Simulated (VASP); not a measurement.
# N (P-1) in VASP: single point with PBEsol

Aim: the single point of N with PBEsol.

All numbers are computed with VASP 6.6.1; they aren't measurements. Logs are shortened: lines on timing, memory, paths and dates and some standing lists are left out, and cuts for length are marked.

### Step 1. The cell of the first run

The typed cell holds 2 atoms: a = 3.622 Å, b = 3.581 Å, c = 5.762 Å, α = 89.37°, β = 89.25°, γ = 119.83°.

### Step 2. Single point, PBEsol (atoms moved at random and the cell strained at random)

Input file INCAR:

```
ALGO = Fast ; EDIFF = 1E-6
ENCUT = 520 ; GGA = PS
ISIF = 2 ; ISMEAR = 0
LASPH = True ; LCHARG = True
LELF = True ; LREAL = False
LVHAR = True ; LWAVE = False
NBANDS = 12 ; NELM = 100
PREC = Accurate ; SIGMA = 0.1
```

Input file KPOINTS:

```
k-points
0
Gamma
  12 12 6
```

Input file POSCAR:

```
N
1.0
    3.6214896162      0.0170925978      0.0235159307
   -1.7959421842      3.0979618921      0.0196701108
    0.0381672000      0.0589000000      5.7616569000
N
2
Direct
    0.3163478662      0.6529878148      0.2533803056
    0.6836521338      0.3470121852      0.7466196944
```

Potentials or basis: VASP PAW PBE potentials, release 64 (N).

Started as:

```console
> cat potpaw_PBE.64/N/POTCAR > POTCAR
> mpirun -np 1 vasp_std > vasp.out
```

OUTCAR:

```text
EDIFF = 1E-6
   ENCUT = 520
   GGA = PS
   ISIF = 2
   ISMEAR = 0
   LASPH = True
   LREAL = False
   NELM = 100
   PREC = Accurate

 ion  position               nearest neighbor table
   1  0.316  0.653  0.253-
   2  0.684  0.347  0.747-

  LATTYP: Found a triclinic cell.
 ALAT       =     3.6108244122
 B/A-ratio  =     0.9917248909
 C/A-ratio  =     1.5957808253
 COS(alpha) =     0.0110138393
 COS(beta)  =     0.0241266421
 COS(gamma) =     0.4928470438

  Lattice vectors:

 A1 = (   1.8255474320,   3.1150544899,   0.0431860415)
 A2 = (  -1.7959421842,   3.0979618921,   0.0196701108)
 A3 = (   0.0381672000,   0.0589000000,   5.7616569000)

Analysis of symmetry for initial positions (statically):
=====================================================================
 Subroutine PRICEL returns:
 Original cell was already a primitive cell.

 Routine SETGRP: Setting up the symmetry group for a
 triclinic supercell.

 Subroutine GETGRP returns: Found  2 space group operations
 (whereof  2 operations were pure point group operations)
 out of a pool of  2 trial point group operations.

The static configuration has the point symmetry S_2 .

Analysis of symmetry for dynamics (positions and initial velocities):
=====================================================================
 Subroutine PRICEL returns:
 Original cell was already a primitive cell.

 Routine SETGRP: Setting up the symmetry group for a
 triclinic supercell.

 Subroutine GETGRP returns: Found  2 space group operations
 (whereof  2 operations were pure point group operations)
 out of a pool of  2 trial point group operations.

The dynamic configuration has the point symmetry S_2 .

 Subroutine INISYM returns: Found  2 space group operations
 (whereof  2 operations are pure point group operations),
 and found     1 'primitive' translations

----------------------------------------------------------------------------------------

                                     Primitive cell

  volume of cell :      64.8088

  direct lattice vectors                    reciprocal lattice vectors
     3.621489616  0.017092598  0.023515931     0.275398284  0.159675104 -0.003456652
    -1.795942184  3.097961892  0.019670111    -0.001498201  0.321945168 -0.003281242
     0.038167200  0.058900000  5.761656900    -0.001118910 -0.001750817  0.173586495

  length of vectors
     3.621606301  3.580944446  5.762084361     0.318358763  0.321965374  0.173598931

  position of ions in fractional coordinates (direct lattice)
     0.316347866  0.652987815  0.253380306
     0.683652134  0.347012185  0.746619694

  ion indices of the primitive-cell ions
   primitive index   ion index
                 1           1
                 2           2

----------------------------------------------------------------------------------------

 KPOINTS: k-points

Automatic generation of k-mesh.
 Grid dimensions read from file:
 generate k-points for:   12   12    6

 Generating k-lattice:

  Cartesian coordinates                     Fractional coordinates (reciprocal lattice)
     0.022949857  0.013306259 -0.000288054     0.083333333 -0.000000000  0.000000000
    -0.000124850  0.026828764 -0.000273437     0.000000000  0.083333333  0.000000000
    -0.000186485 -0.000291803  0.028931083     0.000000000  0.000000000  0.166666667

  Length of vectors
     0.026529897  0.026830448  0.028933155

  Shift w.r.t. Gamma in fractional coordinates (k-lattice)
     0.000000000  0.000000000  0.000000000

 Subroutine IBZKPT returns following result:
 ===========================================

 Found    436 irreducible k-points:

 Following reciprocal coordinates:
            Coordinates               Weight
  0.000000  0.000000  0.000000      1.000000
  0.083333  0.000000 -0.000000      2.000000
  0.166667 -0.000000  0.000000      2.000000
  0.250000  0.000000 -0.000000      2.000000
  0.333333  0.000000 -0.000000      2.000000
  0.416667  0.000000 -0.000000      2.000000
[... 16 lines left out ...]
  0.250000  0.166667 -0.000000      2.000000
  0.333333  0.166667  0.000000      2.000000
 [... further k-points ...]
   k-points           NKPTS =    436   k-points in BZ     NKDIM =    436   number of bands    NBANDS=     12
   number of dos      NEDOS =    301   number of ions     NIONS =      2
   total plane-waves  NPLWV =  37632
   dimension x,y,z NGX =    28 NGY =   28 NGZ =   48
   dimension x,y,z NGXF=    56 NGYF=   56 NGZF=   96
   ions per type =               2
   NGX,Y,Z   is equivalent  to a cutoff of  12.85, 13.00, 13.85 a.u.
   NGXF,Y,Z  is equivalent  to a cutoff of  25.71, 26.00, 27.70 a.u.
 SYSTEM =  unknown system
   PREC   = accura    normal or accurate (medium, high low for compatibility)
   ISTART =      0    job   : 0-new  1-cont  2-samecut
   ICHARG =      2    charge: 1-file 2-atom 10-const
   ISPIN  =      1    spin polarized calculation?
   LNONCOLLINEAR =      F non collinear calculations
   LSORBIT =      F    spin-orbit coupling
   LASPH  =      T    aspherical Exc in radial PAW
   ENCUT  =  520.0 eV  38.22 Ry    6.18 a.u.   6.73  6.66 10.71*2*pi/ulx,y,z
   NELM   =    100;   NELMIN=  2; NELMDL= -5     # of ELM steps
   EDIFF  = 0.1E-05   stopping-criterion for ELM
   LREAL  =      F    real-space projection
   EDIFFG = 0.1E-04   stopping-criterion for IOM
   NSW    =      0    number of steps for IOM
   IBRION =     -1    ionic relax: 0-MD 1-quasi-New 2-CG
   NFREE  =      0    steps in history (QN), initial steepest desc. (CG)
   ISIF   =      2    stress and relaxation
   ISYM   =      2    0-nonsym 1-usesym 2-fastsym
   POTIM  = 0.5000    time-step for ionic-motion
   TEBEG  =    0.0;   TEEND  =   0.0 temperature during run
   PSTRESS=    0.0 pullay stress
   NELECT =      10.0000    total number of electrons
   NUPDOWN=      -1.0000    fix difference up-down
   EMIN   =  10.00;   EMAX   =-10.00  energy-range for DOS
   EFERMI =   0.00;   METHOD = LEGACY
   ISMEAR =     0;   SIGMA  =   0.10  broadening in eV -4-tet -1-fermi 0-gaus
   EFERMI_NEDOS =   21; number of points for ismear=-14 and -15
   IALGO  =     68    algorithm
   IMIX   =      4    mixing-type and parameters
     AMIX     =   0.40;   BMIX     =  1.00
     AMIX_MAG =   1.60;   BMIX_MAG =  1.00
  volume/ion in A,a.u.               =      32.40       218.68
  Fermi-wavevector in a.u.,A,eV,Ry     =   0.878072  1.659316 10.490235  0.771011
  Thomas-Fermi vector in A             =   1.998108
   LORBIT       =      0    0 simple, 1 ext, 2 COOP (PROOUT), +10 PAW based schemes
   GGA     = PS    functional components
   LHFCALC =     F    Hartree Fock is set to
   AEXX    =    0.0000 exact exchange contribution
   IVDW    =     0    specifies the selected vdW correction
   LEPSILON=     F    determine dielectric tensor
   LRPA    =     F    only Hartree local field effects (RPA)
 non-spin polarized calculation
 RMM-DIIS sequential band-by-band and
 Gauss-broadening in eV      SIGMA  =   0.10
  energy-cutoff  :      520.00
  volume of cell :       64.81
 maximum number of plane-waves:      1763
   NGX = 13   NGY = 13   NGZ = 21

 number of electron      10.0000001 magnetization

 Free energy of the ion-electron system (eV)
  ---------------------------------------------------
  ext. energy  EPLUGINS =         0.00000000
  ---------------------------------------------------
  free energy    TOTEN  =        -2.08310054 eV

  energy without entropy =       -2.03481989  energy(sigma->0) =       -2.05896021

 E-fermi :  -4.7752     XC(G=0):  -6.2739

 val. band max:       -4.7757804508   @ k =   0.4167  -0.0000   0.3333
 cond. band min:      -4.7750629340   @ k =  -0.4167  -0.1667   0.1667
 fundamental gap:      0.0007175168
 Fermi energy:        -4.7752495792

 k-point     1 :       0.0000    0.0000    0.0000
  band No.  band energies     occupation
      1     -16.6956      2.00000
      2     -16.3104      2.00000
      3      -5.7770      2.00000
      4      -4.5046      0.00013
      5      -4.4483      0.00000
      6      -4.3311      0.00000
      7      -4.3224      0.00000
      8      -4.2772      0.00000
      9       2.2593      0.00000
     10       6.0829      0.00000
     11       6.6936      0.00000
     12      12.4770      0.00000

 k-point     2 :       0.0833    0.0000   -0.0000
  band No.  band energies     occupation
      1     -16.6759      2.00000
      2     -16.3024      2.00000
      3      -5.7416      2.00000
      4      -4.5781      0.00529
      5      -4.4732      0.00002
      6      -4.4090      0.00000
      7      -4.3318      0.00000
      8      -4.2910      0.00000
      9       2.4182      0.00000
     10       6.2243      0.00000
     11       6.7051      0.00000
     12      11.3902      0.00000

 k-point     3 :       0.1667   -0.0000    0.0000
  band No.  band energies     occupation
      1     -16.6204      2.00000
      2     -16.2815      2.00000
      3      -5.6396      2.00000
      4      -4.7821      1.07699
      5      -4.6245      0.03301
      6      -4.5331      0.00062
      7      -4.3470      0.00000
      8      -4.3269      0.00000
      9       2.8578      0.00000
     10       6.5987      0.00000
     11       6.7587      0.00000
     12      10.0406      0.00000
[... 286 lines left out ...]
 k-point    23 :       0.2500    0.1667   -0.0000
  band No.  band energies     occupation
      1     -16.4152      2.00000
      2     -16.2264      2.00000
      3      -5.3152      2.00000
      4      -5.2284      2.00000
      5      -5.1663      2.00000
      6      -4.7653      0.88829
      7      -4.5489      0.00137
      8      -4.5082      0.00016
      9       4.5784      0.00000
     10       6.9984      0.00000
     11       7.6222      0.00000
     12       7.9201      0.00000

 k-point    24 :       0.3333    0.1667    0.0000
  band No.  band energies     occupation
      1     -16.3410      2.00000
      2     -16.2308      2.00000
      3      -5.4659      2.00000
      4      -5.2404      2.00000
      5      -5.0465      1.99987
      6      -4.8712      1.82525
      7      -4.6304      0.04053
      8      -4.5942      0.01045
      9       5.3505      0.00000
     10       6.9364      0.00000
     11       7.2181      0.00000
     12       7.9666      0.00000

 [... further k-points ...]

------------------------ aborting loop because EDIFF is reached ----------------------------------------

  FORCE on cell =-STRESS in cart. coord.  units (eV):
  Direction    XX          YY          ZZ          XY          YZ          ZX
  --------------------------------------------------------------------------------------
  -------------------------------------------------------------------------------------
  Total       -3.3413496     -3.2949145     -3.5390070     -0.0116692      0.0945920      0.0845201
  in kB      -82.6035008    -81.4555510    -87.4899067     -0.2884807      2.3384645      2.0894726
  external PRESSURE =     -83.8496528 kB  Pullay stress =       0.0000000 kB

 VOLUME and BASIS-vectors are now :
 -----------------------------------------------------------------------------
  energy-cutoff  :      520.00
  volume of cell :       64.81
      direct lattice vectors                 reciprocal lattice vectors
     3.621489616  0.017092598  0.023515931     0.275398284  0.159675104 -0.003456652
    -1.795942184  3.097961892  0.019670111    -0.001498201  0.321945168 -0.003281242
     0.038167200  0.058900000  5.761656900    -0.001118910 -0.001750817  0.173586495

 POSITION                                       TOTAL-FORCE (eV/Angst)
 -----------------------------------------------------------------------------------
     -0.01741      2.04326      1.48017        -0.052939     -0.046615      0.123894
      1.88112      1.13069      4.32467         0.052939      0.046615     -0.123894
 -----------------------------------------------------------------------------------
    total drift:                                0.000000      0.000000      0.000000

  FREE ENERGIE OF THE ION-ELECTRON SYSTEM (eV)
  ---------------------------------------------------
  free  energy   TOTEN  =        -2.0831005410 eV

  energy  without entropy=       -2.0348198886  energy(sigma->0) =       -2.05896021
```

Wall time 8.7 min (1 thread of Oxide Virtual Turin-like, shared host); peak memory 0.34 GiB.

What came out:

| Item | Value |
| --- | --- |
| Free energy | -2.0831 eV |
| Pressure | -8.4 GPa |
| Largest force | 0.143 eV/Å |
| Band gap on the k mesh | zero (bands 5 and 6 overlap by 0.69 eV) |

Forces in eV/Å, atoms in the order of the input:
```
N   -0.053 -0.047  0.124
N    0.053  0.047 -0.124
```

Levels at points of the mesh, in eV from the Fermi level:
```csv
k point,band 3,band 4,band 5,band 6,band 7,band 8
"(0.00, 0.00, 0.00)",-1.00,0.27,0.33,0.44,0.45,0.50
"(0.50, 0.00, 0.00)",-0.83,-0.56,-0.22,0.04,0.09,0.34
"(0.00, 0.50, 0.00)",-0.87,-0.50,-0.32,-0.01,0.22,0.32
"(0.50, 0.50, 0.00)",-0.86,-0.52,-0.29,0.01,0.18,0.32
"(0.00, 0.00, 0.50)",-0.34,-0.29,0.35,0.38,0.38,0.39
"(0.50, 0.00, 0.50)",-0.92,-0.92,0.16,0.18,0.20,0.22
"(0.00, 0.50, 0.50)",-0.89,-0.86,0.10,0.15,0.15,0.20
"(0.50, 0.50, 0.50)",-0.90,-0.89,0.12,0.14,0.19,0.21
```

Caveat: the cell differs from its parent crystal (atoms moved at random and the cell strained at random); the cell stands under tension; the nearest neighbours stand farther apart than a usual bond; the PAW data sets were made with another functional, which shifts forces and pressure a little.
